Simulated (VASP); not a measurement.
# CrCuO2 (R-3m) in VASP: single point with r2SCAN+U

Aim: the single point of CrCuO2 with r2SCAN+U.

All numbers are computed with VASP 6.6.1; they aren't measurements. Logs are shortened: lines on timing, memory, paths and dates and some standing lists are left out, and cuts for length are marked.

## (1) The cell of the first run

Symmetry: R-3m, No. 166, trigonal system. Conventional cell: a = 3.003 Å, b = 3.003 Å, c = 17.270 Å, α = 90.00°, β = 90.00°, γ = 120.00°. Within 2.5 Å of Cu (site symmetry -3m) lie 2 O at 1.86 Å. O (site symmetry 3m) has 1 Cu at 1.86 Å and 3 Cr at 2.01 Å within 2.5 Å. Within 2.7 Å of Cr (site symmetry -3m) lie 6 O at 2.01 Å.

## (2) Single point, r2SCAN+U, collinear spin, ferrimagnetic start

File POSCAR:

```
CrCuO2
1.0
    1.5014950800      0.8668919800      5.7567242600
   -1.5014950800      0.8668919800      5.7567242600
    0.0000000000     -1.7337738500      5.7567242600
Cu O Cr
1 2 1
Direct
    0.0000000000      0.0000000000      0.0000000000
    0.1079200000      0.1079200000      0.1079200000
    0.8920800000      0.8920800000      0.8920800000
    0.5000000000      0.5000000000      0.5000000000
```

File INCAR.step1:

```
SYSTEM = CrCuO2
PREC = Accurate
ENCUT = 660
ISMEAR = 1
SIGMA = 0.2808
LREAL = .False.
LASPH = .True.
NELM = 200
ISPIN = 2
MAGMOM = 1 0 0 -3
LMAXMIX = 4
LDAU = .True.
LDAUTYPE = 2
LDAUL = 2 -1 2
LDAUU = 3.56 0 3.21
LDAUJ = 0 0 0
NBANDS = 30
GGA = PE
ALGO = Normal
EDIFF = 1E-5
LWAVE = .True.
LCHARG = .False.
GGA_COMPAT = .False.
```

File INCAR.step2:

```
SYSTEM = CrCuO2
PREC = Accurate
ENCUT = 660
EDIFF = 1E-6
ISMEAR = 1
SIGMA = 0.2808
LREAL = .False.
LASPH = .True.
NELM = 200
ALGO = Normal
ISIF = 2
LWAVE = .False.
LCHARG = .False.
ISPIN = 2
MAGMOM = 1 0 0 -3
LORBIT = 11
LMAXMIX = 4
LDAU = .True.
LDAUTYPE = 2
LDAUL = 2 -1 2
LDAUU = 3.56 0 3.21
LDAUJ = 0 0 0
LDAUPRINT = 1
METAGGA = R2SCAN
LMIXTAU = .True.
NBANDS = 30
ISTART = 1
GGA_COMPAT = .False.
```

File KPOINTS:

```
Automatic mesh
0
Gamma
  7 7 7
  0 0 0
```

Potentials or basis: VASP PAW PBE potentials, release 64 (Cu, O, Cr_pv).

Run with:

```console
$ cat potpaw_PBE.64/Cu/POTCAR potpaw_PBE.64/O/POTCAR potpaw_PBE.64/Cr_pv/POTCAR > POTCAR
$ cp INCAR.step1 INCAR
$ mpirun -np 1 vasp_std > vasp.out
$ cp INCAR.step2 INCAR
$ mpirun -np 1 vasp_std > vasp.out
```

OUTCAR:

```text
SYSTEM = CrCuO2
   PREC = Accurate
   ENCUT = 660
   EDIFF = 1E-6
   ISMEAR = 1
   LREAL = .False.
   LASPH = .True.
   NELM = 200
   ISIF = 2
   ISPIN = 2
   LORBIT = 11
   METAGGA = R2SCAN
   ISTART = 1

 ion  position               nearest neighbor table
   1  0.000  0.000  0.000-   2 1.86   3 1.86
   2  0.108  0.108  0.108-   1 1.86   4 2.01   4 2.01   4 2.01
   3  0.892  0.892  0.892-   1 1.86   4 2.01   4 2.01   4 2.01
   4  0.500  0.500  0.500-   2 2.01   2 2.01   3 2.01   3 2.01   2 2.01   3 2.01

  LATTYP: Found a trigonal (rhomboedric) cell.
 ALAT       =     6.0121429945
 COS(alpha) =     0.8752560935

  Lattice vectors:

 A1 = (   1.5014950800,   0.8668919800,   5.7567242600)
 A2 = (  -1.5014950800,   0.8668919800,   5.7567242600)
 A3 = (   0.0000000000,  -1.7337738500,   5.7567242600)

Analysis of symmetry for initial positions (statically):
=====================================================================
 Subroutine PRICEL returns:
 Original cell was already a primitive cell.

 Routine SETGRP: Setting up the symmetry group for a
 trigonal (rhombohedral) supercell.

 Subroutine GETGRP returns: Found 12 space group operations
 (whereof 12 operations were pure point group operations)
 out of a pool of 12 trial point group operations.

The static configuration has the point symmetry D_3d.

Analysis of symmetry for dynamics (positions and initial velocities):
=====================================================================
 Subroutine PRICEL returns:
 Original cell was already a primitive cell.

 Routine SETGRP: Setting up the symmetry group for a
 trigonal (rhombohedral) supercell.

 Subroutine GETGRP returns: Found 12 space group operations
 (whereof 12 operations were pure point group operations)
 out of a pool of 12 trial point group operations.

The dynamic configuration has the point symmetry D_3d.

Analysis of structural, dynamic, and magnetic symmetry:
=====================================================================
 Subroutine PRICEL returns:
 Original cell was already a primitive cell.

 Routine SETGRP: Setting up the symmetry group for a
 trigonal (rhombohedral) supercell.

 Subroutine GETGRP returns: Found 12 space group operations
 (whereof 12 operations were pure point group operations)
 out of a pool of 12 trial point group operations.

The overall configuration has the point symmetry D_3d.

 Subroutine INISYM returns: Found 12 space group operations
 (whereof 12 operations are pure point group operations),
 and found     1 'primitive' translations

----------------------------------------------------------------------------------------

                                     Primitive cell

  volume of cell :      44.9587

  direct lattice vectors                    reciprocal lattice vectors
     1.501495080  0.866891980  5.756724260     0.333001424  0.192258457  0.057903188
    -1.501495080  0.866891980  5.756724260    -0.333001424  0.192258457  0.057903188
     0.000000000 -1.733773850  5.756724260     0.000000000 -0.384516914  0.057903525

  length of vectors
     6.012142994  6.012142994  6.012141546     0.388852211  0.388852211  0.388852254

  position of ions in fractional coordinates (direct lattice)
     0.000000000  0.000000000  0.000000000
     0.107920000  0.107920000  0.107920000
     0.892080000  0.892080000  0.892080000
     0.500000000  0.500000000  0.500000000

  ion indices of the primitive-cell ions
   primitive index   ion index
                 1           1
                 2           2
                 3           3
                 4           4

----------------------------------------------------------------------------------------

 KPOINTS: Automatic mesh

Automatic generation of k-mesh.
[... 90 lines left out ...]
   LORBIT       =     11    0 simple, 1 ext, 2 COOP (PROOUT), +10 PAW based schemes
 LDA+U is selected, type is set to LDAUTYPE =  2
   angular momentum for each species LDAUL =     2   -1    2
   U (eV)           for each species LDAUU =   3.6  0.0  3.2
   J (eV)           for each species LDAUJ =   0.0  0.0  0.0
   METAGGA = R2SCAN    functional components
   LHFCALC =     F    Hartree Fock is set to
   AEXX    =    0.0000 exact exchange contribution
   IVDW    =     0    specifies the selected vdW correction
   LEPSILON=     F    determine dielectric tensor
   LRPA    =     F    only Hartree local field effects (RPA)
 spin polarized calculation
 Methfessel and Paxton  Order N= 1 SIGMA  =   0.28
  energy-cutoff  :      660.00
  volume of cell :       44.96
 maximum number of plane-waves:      1746
   NGX = 25   NGY = 25   NGZ = 25

atom =   1  type =  1  l = 2

 onsite density matrix

spin component  1

  0.9507  0.0000  0.0000  0.0000 -0.0000
  0.0000  0.9676  0.0000  0.0000  0.0000
  0.0000  0.0000  0.8651 -0.0000  0.0000
  0.0000  0.0000 -0.0000  0.9676 -0.0000
 -0.0000  0.0000  0.0000 -0.0000  0.9507

spin component  2

  0.9497  0.0000  0.0000 -0.0007 -0.0000
  0.0000  0.9646  0.0000 -0.0000 -0.0007
  0.0000  0.0000  0.8478 -0.0000  0.0000
 -0.0007 -0.0000 -0.0000  0.9646  0.0000
 -0.0000 -0.0007  0.0000  0.0000  0.9497

 occupancies and eigenvectors

  o =  0.8478  v =  0.0000  0.0000  0.0000  0.0000  0.0000  0.0000  0.0000 -1.0000 -0.0000  0.0000      0.0000  0.0000  0.0000  0.0000  0.0000  0.0000  0.0000  0.0000  0.0000  0.0000
  o =  0.8651  v =  0.0000  0.0000 -1.0000 -0.0000  0.0000  0.0000  0.0000  0.0000  0.0000  0.0000      0.0000  0.0000  0.0000  0.0000  0.0000  0.0000  0.0000  0.0000  0.0000  0.0000
  o =  0.9497  v =  0.0000  0.0000  0.0000  0.0000  0.0000  0.0000  0.0497  0.0000 -0.0000  0.9988      0.0000  0.0000  0.0000  0.0000  0.0000  0.0000  0.0000  0.0000  0.0000  0.0000
  o =  0.9497  v =  0.0000  0.0000  0.0000  0.0000  0.0000 -0.9988  0.0000  0.0000 -0.0496 -0.0000      0.0000  0.0000  0.0000  0.0000  0.0000  0.0000  0.0000  0.0000  0.0000  0.0000
  o =  0.9507  v =  1.0000 -0.0000  0.0000 -0.0004  0.0000  0.0000  0.0000  0.0000  0.0000  0.0000      0.0000  0.0000  0.0000  0.0000  0.0000  0.0000  0.0000  0.0000  0.0000  0.0000
  o =  0.9507  v = -0.0000 -0.0004  0.0000  0.0000  1.0000  0.0000  0.0000  0.0000  0.0000  0.0000      0.0000  0.0000  0.0000  0.0000  0.0000  0.0000  0.0000  0.0000  0.0000  0.0000
  o =  0.9647  v =  0.0000  0.0000  0.0000  0.0000  0.0000 -0.0496  0.0000 -0.0000  0.9988  0.0000      0.0000  0.0000  0.0000  0.0000  0.0000  0.0000  0.0000  0.0000  0.0000  0.0000
  o =  0.9647  v =  0.0000  0.0000  0.0000  0.0000  0.0000  0.0000 -0.9988 -0.0000 -0.0000  0.0497      0.0000  0.0000  0.0000  0.0000  0.0000  0.0000  0.0000  0.0000  0.0000  0.0000
  o =  0.9676  v = -0.0004  0.0000  0.0000 -1.0000  0.0000  0.0000  0.0000  0.0000  0.0000  0.0000      0.0000  0.0000  0.0000  0.0000  0.0000  0.0000  0.0000  0.0000  0.0000  0.0000
  o =  0.9676  v = -0.0000 -1.0000 -0.0000 -0.0000 -0.0004  0.0000  0.0000  0.0000  0.0000  0.0000      0.0000  0.0000  0.0000  0.0000  0.0000  0.0000  0.0000  0.0000  0.0000  0.0000

atom =   4  type =  3  l = 2

 onsite density matrix

spin component  1

  0.1108 -0.0000 -0.0000 -0.0794 -0.0000
 -0.0000  0.1396 -0.0000 -0.0000 -0.0794
 -0.0000 -0.0000  0.0365  0.0000  0.0000
 -0.0794 -0.0000  0.0000  0.1396  0.0000
 -0.0000 -0.0794  0.0000  0.0000  0.1108

spin component  2

  0.7136  0.0000  0.0000  0.3221 -0.0000
  0.0000  0.5280  0.0000 -0.0000  0.3221
  0.0000  0.0000  0.9539 -0.0000 -0.0000
  0.3221 -0.0000 -0.0000  0.5280 -0.0000
 -0.0000  0.3221 -0.0000 -0.0000  0.7136

 occupancies and eigenvectors

  o =  0.0365  v =  0.0000  0.0000 -1.0000  0.0000  0.0000  0.0000  0.0000  0.0000  0.0000  0.0000      0.0000  0.0000  0.0000  0.0000  0.0000  0.0000  0.0000  0.0000  0.0000  0.0000
  o =  0.0444  v =  0.0000 -0.6409 -0.0000  0.0000 -0.7676  0.0000  0.0000  0.0000  0.0000  0.0000      0.0000  0.0000  0.0000  0.0000  0.0000  0.0000  0.0000  0.0000  0.0000  0.0000
  o =  0.0444  v = -0.7676  0.0000 -0.0000 -0.6409 -0.0000  0.0000  0.0000  0.0000  0.0000  0.0000      0.0000  0.0000  0.0000  0.0000  0.0000  0.0000  0.0000  0.0000  0.0000  0.0000
  o =  0.2059  v =  0.6409  0.0000 -0.0000 -0.7676 -0.0000  0.0000  0.0000  0.0000  0.0000  0.0000      0.0000  0.0000  0.0000  0.0000  0.0000  0.0000  0.0000  0.0000  0.0000  0.0000
  o =  0.2059  v =  0.0000 -0.7676  0.0000 -0.0000  0.6409  0.0000  0.0000  0.0000  0.0000  0.0000      0.0000  0.0000  0.0000  0.0000  0.0000  0.0000  0.0000  0.0000  0.0000  0.0000
  o =  0.2856  v =  0.0000  0.0000  0.0000  0.0000  0.0000 -0.6014  0.0000  0.0000  0.7990 -0.0000      0.0000  0.0000  0.0000  0.0000  0.0000  0.0000  0.0000  0.0000  0.0000  0.0000
  o =  0.2856  v =  0.0000  0.0000  0.0000  0.0000  0.0000  0.0000 -0.7990  0.0000  0.0000  0.6014      0.0000  0.0000  0.0000  0.0000  0.0000  0.0000  0.0000  0.0000  0.0000  0.0000
  o =  0.9539  v =  0.0000  0.0000  0.0000  0.0000  0.0000  0.0000  0.0001 -1.0000  0.0000  0.0001      0.0000  0.0000  0.0000  0.0000  0.0000  0.0000  0.0000  0.0000  0.0000  0.0000
  o =  0.9560  v =  0.0000  0.0000  0.0000  0.0000  0.0000  0.0000  0.6014  0.0001  0.0000  0.7990      0.0000  0.0000  0.0000  0.0000  0.0000  0.0000  0.0000  0.0000  0.0000  0.0000
  o =  0.9560  v =  0.0000  0.0000  0.0000  0.0000  0.0000 -0.7990  0.0000 -0.0000 -0.6014  0.0000      0.0000  0.0000  0.0000  0.0000  0.0000  0.0000  0.0000  0.0000  0.0000  0.0000

 number of electron      35.0000005 magnetization      -2.9846515

 Free energy of the ion-electron system (eV)
  ---------------------------------------------------
  ext. energy  EPLUGINS =         0.00000000
  ---------------------------------------------------
  free energy    TOTEN  =       -42.09801840 eV

  energy without entropy =      -42.10402732  energy(sigma->0) =      -42.10002137

 E-fermi :   5.0025     XC(G=0): -12.0722

 val. band max:        4.8472041282   @ k =  -0.4286   0.4286   0.0000
 cond. band min:       6.0878386647   @ k =   0.0000   0.0000   0.0000
 fundamental gap:      1.2406345365
 Fermi energy:         5.0025217721

 spin component 1

 k-point     1 :       0.0000    0.0000    0.0000
  band No.  band energies     occupation
      1     -37.3640      1.00000
      2     -37.3640      1.00000
      3     -37.3256      1.00000
      4     -15.5991      1.00000
      5     -14.1869      1.00000
      6      -2.2227      1.00000
[... 1529 lines left out ...]
     28      19.7131      0.00000
     29      20.2189      0.00000

 [... further k-points ...]

 [bands above 29 left out]

------------------------ aborting loop because EDIFF is reached ----------------------------------------

  FORCE on cell =-STRESS in cart. coord.  units (eV):
  Direction    XX          YY          ZZ          XY          YZ          ZX
  --------------------------------------------------------------------------------------
  -------------------------------------------------------------------------------------
  Total        0.1205422      0.1205422     -1.5832167      0.0000000     -0.0000009      0.0000000
  in kB        4.2957193      4.2957195    -56.4205174      0.0000000     -0.0000330      0.0000000
  external PRESSURE =     -15.9430262 kB  Pullay stress =       0.0000000 kB

 VOLUME and BASIS-vectors are now :
 -----------------------------------------------------------------------------
  energy-cutoff  :      660.00
  volume of cell :       44.96
      direct lattice vectors                 reciprocal lattice vectors
     1.501495080  0.866891980  5.756724260     0.333001424  0.192258457  0.057903188
    -1.501495080  0.866891980  5.756724260    -0.333001424  0.192258457  0.057903188
     0.000000000 -1.733773850  5.756724260     0.000000000 -0.384516914  0.057903525

 POSITION                                       TOTAL-FORCE (eV/Angst)
 -----------------------------------------------------------------------------------
      0.00000      0.00000      0.00000        -0.000000      0.000000     -0.000000
      0.00000      0.00000      1.86380        -0.000000     -0.000000     -0.328117
      0.00000      0.00001     15.40638        -0.000000      0.000000      0.328117
      0.00000      0.00001      8.63509         0.000000     -0.000000     -0.000000
 -----------------------------------------------------------------------------------
    total drift:                               -0.000000      0.000000      0.000000

  FREE ENERGIE OF THE ION-ELECTRON SYSTEM (eV)
  ---------------------------------------------------
  free  energy   TOTEN  =       -42.0980184048 eV

  energy  without entropy=      -42.1040273152  energy(sigma->0) =      -42.10002137

 total charge

# of ion       s       p       d       tot
------------------------------------------
    1        0.406   0.293   9.357  10.056
    2        1.553   3.539   0.000   5.092
    3        1.553   3.539   0.000   5.092
    4        0.437   6.330   3.945  10.712
--------------------------------------------------
tot          3.949  13.701  13.301  30.951

 magnetization (x)

# of ion       s       p       d       tot
------------------------------------------
    1       -0.012  -0.006   0.025   0.007
    2        0.001   0.024   0.000   0.025
    3        0.001   0.024   0.000   0.025
    4       -0.052  -0.027  -2.895  -2.974
--------------------------------------------------
tot         -0.063   0.014  -2.870  -2.918
```

It took 63 min on 1 thread of Oxide Virtual Turin-like, shared host; peak memory 0.55 GiB.

What came out:

| Quantity | Value |
| --- | --- |
| Free energy | -42.0980 eV |
| Pressure | -1.6 GPa |
| Largest force | 0.328 eV/Å |
| Band gap on the k mesh | 1.24 eV (least direct gap 1.26 eV) |
| Net moment | -2.98 μB per cell |
| Site moments | Cu +0.01; O +0.03; Cr -2.97 μB |
| Valence electrons inside the program's atomic spheres | Cu 10.06; O 5.09; Cr 10.71 |

Forces on the atoms (eV/Å):
```
Cu   0.000  0.000  0.000
O    0.000  0.000 -0.328
O    0.000  0.000  0.328
Cr   0.000  0.000  0.000
```

Stress tensor (GPa, compression positive):
```
 0.43  0.00  0.00
 0.00  0.43  0.00
 0.00  0.00 -5.64
```

Eigenvalues of the final occupation matrices:
```csv
site,spin,trace,eigenvalues
site 1 d,1,4.70,0.87 0.95 0.95 0.97 0.97
site 1 d,2,4.68,0.85 0.95 0.95 0.96 0.96
site 4 d,1,0.54,0.04 0.04 0.04 0.21 0.21
site 4 d,2,3.44,0.29 0.29 0.95 0.96 0.96
```

Caveat: the stress differs along the axes, from -6 to 0 GPa; the PAW data sets were made with another functional, which shifts forces and pressure a little.
